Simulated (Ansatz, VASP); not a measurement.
Two plane-wave programs on BN

```
B N
1.0
     0.00000    1.80284    1.80284
     1.80284    0.00000    1.80284
     1.80284    1.80284    0.00000
B N
1 1
Cartesian
  0.0000 0.0000 0.0000
  2.7043 2.7043 2.7043
```

Alike in both runs: functional PBEsol; k mesh 8 × 8 × 8; occupations gaussian, width 0.1 eV; no spin polarisation.

Ansatz relaxed the structure, and its values are those at the end. VASP's run is a single point on that final structure, the one shown.

|  | VASP | Ansatz |
| --- | --- | --- |
| version | VASP 6.6.1 | Ansatz 0.2.0 |
| potentials or method | VASP PAW PBE potentials, release 64 (B, N), cutoff 520 eV | scalar-relativistic, plane waves, PAW |
| valence electrons in the cell | 8 | 8 |

Ansatz gave:

* gap on the k mesh at the Fermi level (eV): 4.30
* least direct gap on the mesh (eV): 8.81
* pressure (GPa): 0.0

Estimate VASP's values.

gap on the k mesh at the Fermi level (eV): 4.28; least direct gap on the mesh (eV): 8.80; pressure (GPa): 0.6.

VASP's potentials were made for PBE, not for PBEsol.
